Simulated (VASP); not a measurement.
# Rh (Pm-3m) in VASP: further runs

Rh is run at these levels: LDA; tasks: single point.

All numbers are computed with VASP 6.6.1; they aren't measurements. Logs are shortened: lines on timing, memory, paths and dates and some standing lists are left out, and cuts for length are marked.

### 1 The cell of the first run

Symmetry: Pm-3m, No. 221, cubic system. The conventional cell has a = 2.481 Å, b = 2.481 Å, c = 2.481 Å, α = 90.00°, β = 90.00°, γ = 90.00°. Rh (site symmetry m-3m) has 6 Rh at 2.48 Å within 3.3 Å.

### 2 Single point, LDA

File INCAR:

```
SYSTEM = Rh
PREC = Accurate
ENCUT = 520
EDIFF = 1E-6
ISMEAR = -1
SIGMA = 0.1
LREAL = .False.
LASPH = .True.
NELM = 80
ALGO = Normal
ISIF = 2
LWAVE = .False.
LCHARG = .False.
NBANDS = 14
```

File KPOINTS:

```
regular mesh
0
Gamma
  13 13 13
  0 0 0
```

File POSCAR:

```
Rh
1.0
    2.4810038578      0.0000000000      0.0000000000
    0.0000000000      2.4810038578      0.0000000000
    0.0000000000      0.0000000000      2.4810038578
Rh
1
Direct
    0.0000000000      0.0000000000      0.0000000000
```

Potentials or basis: VASP PAW LDA potentials, release 64 (Rh_pv).

Launch:

```sh
$ cat potpaw_LDA.64/Rh_pv/POTCAR > POTCAR
$ mpirun -np 1 vasp_std > vasp.out
```

OUTCAR:

```text
SYSTEM = Rh
   PREC = Accurate
   ENCUT = 520
   EDIFF = 1E-6
   ISMEAR = -1
   LREAL = .False.
   LASPH = .True.
   NELM = 80
   ISIF = 2

 ion  position               nearest neighbor table
   1  0.000  0.000  0.000-

  LATTYP: Found a simple cubic cell.
 ALAT       =     2.4810038578

  Lattice vectors:

 A1 = (   2.4810038578,   0.0000000000,   0.0000000000)
 A2 = (   0.0000000000,   2.4810038578,   0.0000000000)
 A3 = (   0.0000000000,   0.0000000000,   2.4810038578)

Analysis of symmetry for initial positions (statically):
=====================================================================
 Subroutine PRICEL returns:
 Original cell was already a primitive cell.

 Routine SETGRP: Setting up the symmetry group for a
 simple cubic supercell.

 Subroutine GETGRP returns: Found 48 space group operations
 (whereof 48 operations were pure point group operations)
 out of a pool of 48 trial point group operations.

The static configuration has the point symmetry O_h .

Analysis of symmetry for dynamics (positions and initial velocities):
=====================================================================
 Subroutine PRICEL returns:
 Original cell was already a primitive cell.

 Routine SETGRP: Setting up the symmetry group for a
 simple cubic supercell.

 Subroutine GETGRP returns: Found 48 space group operations
 (whereof 48 operations were pure point group operations)
 out of a pool of 48 trial point group operations.

The dynamic configuration has the point symmetry O_h .

 Subroutine INISYM returns: Found 48 space group operations
 (whereof 48 operations are pure point group operations),
 and found     1 'primitive' translations

----------------------------------------------------------------------------------------

                                     Primitive cell

  volume of cell :      15.2715

  direct lattice vectors                    reciprocal lattice vectors
     2.481003858  0.000000000  0.000000000     0.403062654  0.000000000  0.000000000
     0.000000000  2.481003858  0.000000000     0.000000000  0.403062654  0.000000000
     0.000000000  0.000000000  2.481003858     0.000000000  0.000000000  0.403062654

  length of vectors
     2.481003858  2.481003858  2.481003858     0.403062654  0.403062654  0.403062654

  position of ions in fractional coordinates (direct lattice)
     0.000000000  0.000000000  0.000000000

  ion indices of the primitive-cell ions
   primitive index   ion index
                 1           1

----------------------------------------------------------------------------------------

 KPOINTS: regular mesh

Automatic generation of k-mesh.
 Grid dimensions read from file:
 generate k-points for:   13   13   13

 Generating k-lattice:

  Cartesian coordinates                     Fractional coordinates (reciprocal lattice)
     0.031004820  0.000000000  0.000000000     0.076923077  0.000000000  0.000000000
     0.000000000  0.031004820  0.000000000     0.000000000  0.076923077  0.000000000
     0.000000000  0.000000000  0.031004820     0.000000000  0.000000000  0.076923077

  Length of vectors
     0.031004820  0.031004820  0.031004820

  Shift w.r.t. Gamma in fractional coordinates (k-lattice)
     0.000000000  0.000000000  0.000000000

 Subroutine IBZKPT returns following result:
 ===========================================

 Found     84 irreducible k-points:

 Following reciprocal coordinates:
            Coordinates               Weight
  0.000000  0.000000  0.000000      1.000000
  0.076923  0.000000  0.000000      6.000000
  0.153846  0.000000  0.000000      6.000000
  0.230769  0.000000  0.000000      6.000000
  0.307692  0.000000  0.000000      6.000000
  0.384615  0.000000  0.000000      6.000000
[... 16 lines left out ...]
  0.307692  0.307692  0.000000     12.000000
  0.384615  0.307692  0.000000     24.000000
 [... further k-points ...]
   k-points           NKPTS =     84   k-points in BZ     NKDIM =     84   number of bands    NBANDS=     14
   number of dos      NEDOS =    301   number of ions     NIONS =      1
   total plane-waves  NPLWV =   5832
   dimension x,y,z NGX =    18 NGY =   18 NGZ =   18
   dimension x,y,z NGXF=    36 NGYF=   36 NGZF=   36
   ions per type =               1
   NGX,Y,Z   is equivalent  to a cutoff of  12.06, 12.06, 12.06 a.u.
   NGXF,Y,Z  is equivalent  to a cutoff of  24.12, 24.12, 24.12 a.u.
 SYSTEM =  Rh
   PREC   = accura    normal or accurate (medium, high low for compatibility)
   ISTART =      0    job   : 0-new  1-cont  2-samecut
   ICHARG =      2    charge: 1-file 2-atom 10-const
   ISPIN  =      1    spin polarized calculation?
   LNONCOLLINEAR =      F non collinear calculations
   LSORBIT =      F    spin-orbit coupling
   LASPH  =      T    aspherical Exc in radial PAW
   ENCUT  =  520.0 eV  38.22 Ry    6.18 a.u.   4.61  4.61  4.61*2*pi/ulx,y,z
   NELM   =     80;   NELMIN=  2; NELMDL= -5     # of ELM steps
   EDIFF  = 0.1E-05   stopping-criterion for ELM
   LREAL  =      F    real-space projection
   EDIFFG = 0.1E-04   stopping-criterion for IOM
   NSW    =      0    number of steps for IOM
   IBRION =     -1    ionic relax: 0-MD 1-quasi-New 2-CG
   NFREE  =      0    steps in history (QN), initial steepest desc. (CG)
   ISIF   =      2    stress and relaxation
   ISYM   =      2    0-nonsym 1-usesym 2-fastsym
   POTIM  = 0.5000    time-step for ionic-motion
   TEBEG  =    0.0;   TEEND  =   0.0 temperature during run
   PSTRESS=    0.0 pullay stress
   NELECT =      15.0000    total number of electrons
   NUPDOWN=      -1.0000    fix difference up-down
   EMIN   =  10.00;   EMAX   =-10.00  energy-range for DOS
   EFERMI =   0.00;   METHOD = LEGACY
   ISMEAR =    -1;   SIGMA  =   0.10  broadening in eV -4-tet -1-fermi 0-gaus
   EFERMI_NEDOS =   21; number of points for ismear=-14 and -15
   IALGO  =     38    algorithm
   IMIX   =      4    mixing-type and parameters
     AMIX     =   0.40;   BMIX     =  1.00
     AMIX_MAG =   1.60;   BMIX_MAG =  1.00
  volume/ion in A,a.u.               =      15.27       103.06
  Fermi-wavevector in a.u.,A,eV,Ry     =   1.627338  3.075223 36.031350  2.648230
  Thomas-Fermi vector in A             =   2.720150
   LORBIT       =      0    0 simple, 1 ext, 2 COOP (PROOUT), +10 PAW based schemes
   GGA     = CA    functional components
   LHFCALC =     F    Hartree Fock is set to
   AEXX    =    0.0000 exact exchange contribution
   IVDW    =     0    specifies the selected vdW correction
   LEPSILON=     F    determine dielectric tensor
   LRPA    =     F    only Hartree local field effects (RPA)
 non-spin polarized calculation
  energy-cutoff  :      520.00
  volume of cell :       15.27
 maximum number of plane-waves:       437
   NGX =  9   NGY =  9   NGZ =  9

 number of electron      15.0000001 magnetization

 Free energy of the ion-electron system (eV)
  ---------------------------------------------------
  ext. energy  EPLUGINS =         0.00000000
  ---------------------------------------------------
  free energy    TOTEN  =        -7.81608312 eV

  energy without entropy =       -7.76253351  energy(sigma->0) =       -7.78930832

 E-fermi :   9.9952     XC(G=0): -13.5389

 val. band max:        9.9923646045   @ k =   0.2308   0.2308   0.0000
 cond. band min:      10.0023891994   @ k =   0.4615   0.1538   0.1538
 fundamental gap:      0.0100245949
 Fermi energy:         9.9951921496

 k-point     1 :       0.0000    0.0000    0.0000
  band No.  band energies     occupation
      1     -35.8703      2.00000
      2     -35.8703      2.00000
      3     -35.8703      2.00000
      4       2.7862      2.00000
      5       4.4171      2.00000
      6       4.4171      2.00000
      7      10.8845      0.00027
      8      10.8845      0.00027
      9      10.8845      0.00027
     10      27.1823      0.00000
     11      27.1823      0.00000
     12      27.1823      0.00000
     13      30.8643      0.00000
     14      35.0557      0.00000

 k-point     2 :       0.0769    0.0000    0.0000
  band No.  band energies     occupation
      1     -35.9226      2.00000
      2     -35.8659      2.00000
      3     -35.8659      2.00000
      4       2.9643      2.00000
      5       4.4537      2.00000
      6       4.5910      2.00000
      7      10.7204      0.00142
      8      10.7204      0.00142
      9      10.8973      0.00024
     10      26.0486      0.00000
     11      27.5030      0.00000
     12      27.5030      0.00000
     13      30.8666      0.00000
     14      34.0625      0.00000

 k-point     3 :       0.1538    0.0000    0.0000
  band No.  band energies     occupation
      1     -36.0661      2.00000
      2     -35.8537      2.00000
      3     -35.8537      2.00000
      4       3.4206      2.00000
      5       4.5566      2.00000
      6       5.1493      2.00000
      7      10.2897      0.09996
      8      10.2897      0.09996
      9      10.9329      0.00017
     10      23.8205      0.00000
     11      28.3912      0.00000
     12      28.3912      0.00000
     13      30.8679      0.00000
     14      32.3226      0.00000
[... 324 lines left out ...]
 k-point    23 :       0.3077    0.3077    0.0000
  band No.  band energies     occupation
      1     -36.4124      2.00000
      2     -36.3955      2.00000
      3     -35.7677      2.00000
      4       5.2312      2.00000
      5       5.6143      2.00000
      6       8.4364      2.00000
      7       9.3817      1.99568
      8       9.5491      1.97716
      9      10.4357      0.02415
     10      20.3108      0.00000
     11      23.7812      0.00000
     12      29.6859      0.00000
     13      30.8761      0.00000
     14      34.6848      0.00000

 k-point    24 :       0.3846    0.3077    0.0000
  band No.  band energies     occupation
      1     -36.5685      2.00000
      2     -36.3838      2.00000
      3     -35.7530      2.00000
      4       5.0200      2.00000
      5       5.6369      2.00000
      6       9.0645      1.99982
      7       9.0711      1.99981
      8       9.5534      1.97617
      9      11.9397      0.00000
     10      18.7122      0.00000
     11      24.3810      0.00000
     12      28.6220      0.00000
     13      30.8756      0.00000
     14      33.1246      0.00000

 [... further k-points ...]
[... 5 lines left out ...]
  --------------------------------------------------------------------------------------
  -------------------------------------------------------------------------------------
  Total        0.0684497      0.0684497      0.0684497     -0.0000000     -0.0000000      0.0000000
  in kB        7.1812449      7.1812449      7.1812449     -0.0000000     -0.0000000      0.0000000
  external PRESSURE =       7.1812449 kB  Pullay stress =       0.0000000 kB

 VOLUME and BASIS-vectors are now :
 -----------------------------------------------------------------------------
  energy-cutoff  :      520.00
  volume of cell :       15.27
      direct lattice vectors                 reciprocal lattice vectors
     2.481003858  0.000000000  0.000000000     0.403062654  0.000000000  0.000000000
     0.000000000  2.481003858  0.000000000     0.000000000  0.403062654  0.000000000
     0.000000000  0.000000000  2.481003858     0.000000000  0.000000000  0.403062654

 POSITION                                       TOTAL-FORCE (eV/Angst)
 -----------------------------------------------------------------------------------
      0.00000      0.00000      0.00000         0.000000      0.000000      0.000000
 -----------------------------------------------------------------------------------
    total drift:                               -0.000000      0.000000      0.000000

  FREE ENERGIE OF THE ION-ELECTRON SYSTEM (eV)
  ---------------------------------------------------
  free  energy   TOTEN  =        -7.8160831207 eV

  energy  without entropy=       -7.7625335137  energy(sigma->0) =       -7.78930832
```

Run time: 6.2 s. Hardware: 1 thread of Intel Xeon Platinum 8488C (Sapphire Rapids), shared host; peak memory 0.12 GiB.

What came out:

```
Free energy : -7.8161 eV
Pressure    : 0.7 GPa
```

### 3 Single point, LDA (volume scaled by 0.88)

File INCAR:

```
SYSTEM = Rh
  PREC = Accurate
  ENCUT = 520
  EDIFF = 1E-7
  ISMEAR = -1
  SIGMA = 0.1
  LREAL = .False.
  LASPH = .True.
  NELM = 60
  ALGO = Normal
  ISIF = 2
  LWAVE = .False.
  LCHARG = .False.
  GGA = CA
  NBANDS = 14
```

File KPOINTS:

```
regular mesh
0
Gamma
  14 14 14
  0 0 0
```

File POSCAR:

```
Rh
1.0
    2.3775062299      0.0000000000      0.0000000000
    0.0000000000      2.3775062299      0.0000000000
    0.0000000000      0.0000000000      2.3775062299
Rh
1
Direct
    0.0000000000      0.0000000000      0.0000000000
```

Potentials or basis: VASP PAW LDA potentials, release 64 (Rh_pv).

Launch:

```sh
$ cat potpaw_LDA.64/Rh_pv/POTCAR > POTCAR
$ mpirun -np 1 vasp_std > vasp.out
```

Run time: 8.5 s. Hardware: 1 thread of Intel Xeon Platinum 8488C (Sapphire Rapids), shared host; peak memory 0.12 GiB.

Results (log left out):

| Property | Result |
| --- | --- |
| Free energy | -7.6111 eV |
| Pressure | 41.1 GPa |

Levels at points of the mesh, in eV from the Fermi level:
```csv
k point,band 5,band 6,band 7,band 8,band 9,band 10
"(0.00, 0.00, 0.00)",-6.72,-6.72,1.08,1.08,1.08,18.11
"(0.50, 0.00, 0.00)",-5.42,-1.84,-1.84,-0.54,1.36,7.77
"(0.50, 0.50, 0.00)",-4.68,-1.27,-1.27,3.16,6.09,6.09
"(0.50, 0.50, 0.50)",-5.97,-5.97,3.35,3.35,9.59,13.97
```

### 4 Single point, LDA (volume scaled by 0.92)

File INCAR:

```
PREC = Accurate ; ENCUT = 520
EDIFF = 1E-7 ; ISMEAR = -1
SIGMA = 0.1 ; LREAL = False
LASPH = True ; NELM = 80
ALGO = Normal ; ISIF = 2
LWAVE = False ; LCHARG = False
GGA = CA ; NBANDS = 14
```

File KPOINTS:

```
Automatic mesh
0
Gamma
  14 14 14
```

File POSCAR:

```
Rh
1.0
    2.4129966299      0.0000000000      0.0000000000
    0.0000000000      2.4129966299      0.0000000000
    0.0000000000      0.0000000000      2.4129966299
Rh
1
Direct
    0.0000000000      0.0000000000      0.0000000000
```

Potentials or basis: VASP PAW LDA potentials, release 64 (Rh_pv).

Launch:

```sh
$ cat potpaw_LDA.64/Rh_pv/POTCAR > POTCAR
$ mpirun -np 1 vasp_std > vasp.out
```

OUTCAR:

```text
PREC = Accurate
   ENCUT = 520
   EDIFF = 1E-7
   ISMEAR = -1
   LREAL = False
   LASPH = True
   NELM = 80
   ISIF = 2
   GGA = CA

 ion  position               nearest neighbor table
   1  0.000  0.000  0.000-

  LATTYP: Found a simple cubic cell.
 ALAT       =     2.4129966299

  Lattice vectors:

 A1 = (   2.4129966299,   0.0000000000,   0.0000000000)
 A2 = (   0.0000000000,   2.4129966299,   0.0000000000)
 A3 = (   0.0000000000,   0.0000000000,   2.4129966299)

Analysis of symmetry for initial positions (statically):
=====================================================================
 Subroutine PRICEL returns:
 Original cell was already a primitive cell.

 Routine SETGRP: Setting up the symmetry group for a
 simple cubic supercell.

 Subroutine GETGRP returns: Found 48 space group operations
 (whereof 48 operations were pure point group operations)
 out of a pool of 48 trial point group operations.

The static configuration has the point symmetry O_h .

Analysis of symmetry for dynamics (positions and initial velocities):
[... 159 lines left out ...]
 val. band max:       11.4727113911   @ k =   0.2857   0.2143   0.0714
 cond. band min:      11.4916734890   @ k =   0.3571   0.1429   0.1429
 fundamental gap:      0.0189620979
 Fermi energy:        11.4883322749

 k-point     1 :       0.0000    0.0000    0.0000
  band No.  band energies     occupation
      1     -34.5348      2.00000
      2     -34.5348      2.00000
      3     -34.5348      2.00000
      4       3.6688      2.00000
      5       5.1726      2.00000
      6       5.1726      2.00000
      7      12.4860      0.00009
      8      12.4860      0.00009
      9      12.4860      0.00009
     10      29.2652      0.00000
     11      29.2652      0.00000
     12      29.2652      0.00000
     13      32.1518      0.00000
     14      37.6132      0.00000
[... 377 lines left out ...]
      1     -35.4142      2.00000
      2     -34.8930      2.00000
      3     -34.4143      2.00000
      4       6.1473      2.00000
      5       6.8537      2.00000
      6       8.4815      2.00000
      7      10.3896      1.99997
      8      11.6248      0.40689
      9      11.9378      0.02208
     10      21.2581      0.00000
     11      27.9728      0.00000
     12      31.7533      0.00000
     13      32.1677      0.00000
     14      36.5258      0.00000

 [... further k-points ...]
[... 5 lines left out ...]
  --------------------------------------------------------------------------------------
  -------------------------------------------------------------------------------------
  Total        2.1241728      2.1241728      2.1241728      0.0000000     -0.0000000     -0.0000000
  in kB      242.2313102    242.2313102    242.2313102      0.0000000     -0.0000000     -0.0000000
  external PRESSURE =     242.2313102 kB  Pullay stress =       0.0000000 kB

 VOLUME and BASIS-vectors are now :
 -----------------------------------------------------------------------------
  energy-cutoff  :      520.00
  volume of cell :       14.05
      direct lattice vectors                 reciprocal lattice vectors
     2.412996630  0.000000000  0.000000000     0.414422460  0.000000000  0.000000000
     0.000000000  2.412996630  0.000000000     0.000000000  0.414422460  0.000000000
     0.000000000  0.000000000  2.412996630     0.000000000  0.000000000  0.414422460

 POSITION                                       TOTAL-FORCE (eV/Angst)
 -----------------------------------------------------------------------------------
      0.00000      0.00000      0.00000         0.000000      0.000000      0.000000
 -----------------------------------------------------------------------------------
    total drift:                                0.000000      0.000000      0.000000

  FREE ENERGIE OF THE ION-ELECTRON SYSTEM (eV)
  ---------------------------------------------------
  free  energy   TOTEN  =        -7.7347819779 eV

  energy  without entropy=       -7.6914594660  energy(sigma->0) =       -7.71312072
```

stdout:

```text
POSCAR found type information on POSCAR Rh
 POSCAR found :  1 types and       1 ions
 scaLAPACK will be used
 LDA part: xc-table for (Slater(with rela. corr.)+CA(PZ))
 , standard interpolation
 POSCAR, INCAR and KPOINTS ok, starting setup
 FFT: planning ... GRIDC
 FFT: planning ... GRID_SOFT
 FFT: planning ... GRID
 WAVECAR not read
 entering main loop
```

It took 8.6 s on 1 thread of Intel Xeon Platinum 8488C (Sapphire Rapids), shared host; peak memory 0.12 GiB.

What came out:

- Free energy: -7.7348 eV
- Pressure: 24.2 GPa

### 5 Single point, LDA (volume scaled by 0.96)

File INCAR:

```
  ALGO = Normal
  EDIFF = 1E-6
  ENCUT = 520
  GGA = CA
  ISIF = 2
  ISMEAR = -1
  LASPH = True
  LCHARG = False
  LREAL = False
  LWAVE = False
  NBANDS = 14
  NELM = 80
  PREC = Accurate
  SIGMA = 0.1
```

File KPOINTS:

```
k-points
0
Gamma
  14 14 14
```

File POSCAR:

```
Rh
1.0
    2.4474726682      0.0000000000      0.0000000000
    0.0000000000      2.4474726682      0.0000000000
    0.0000000000      0.0000000000      2.4474726682
Rh
1
Direct
    0.0000000000      0.0000000000      0.0000000000
```

Launch:

```sh
$ cat potpaw_LDA.64/Rh_pv/POTCAR > POTCAR
$ mpirun -np 1 vasp_std > vasp.out
```

It took 8.1 s on 1 thread of Intel Xeon Platinum 8488C (Sapphire Rapids), shared host; peak memory 0.13 GiB.

The run converged. Its results:

```
Free energy : -7.8013 eV
Pressure    : 10.9 GPa
```

Levels at points of the mesh, in eV from the Fermi level:
| k point | band 5 | band 6 | band 7 | band 8 | band 9 | band 10 |
| --- | --- | --- | --- | --- | --- | --- |
| (0.00, 0.00, 0.00) | -5.95 | -5.95 | 0.93 | 0.93 | 0.93 | 17.46 |
| (0.50, 0.00, 0.00) | -4.93 | -1.60 | -1.60 | -0.31 | 1.17 | 6.98 |
| (0.50, 0.50, 0.00) | -4.20 | -1.11 | -1.11 | 2.74 | 5.83 | 5.83 |
| (0.50, 0.50, 0.50) | -5.23 | -5.23 | 2.90 | 2.90 | 9.92 | 12.96 |

(Part 1 of 2 ends here.)
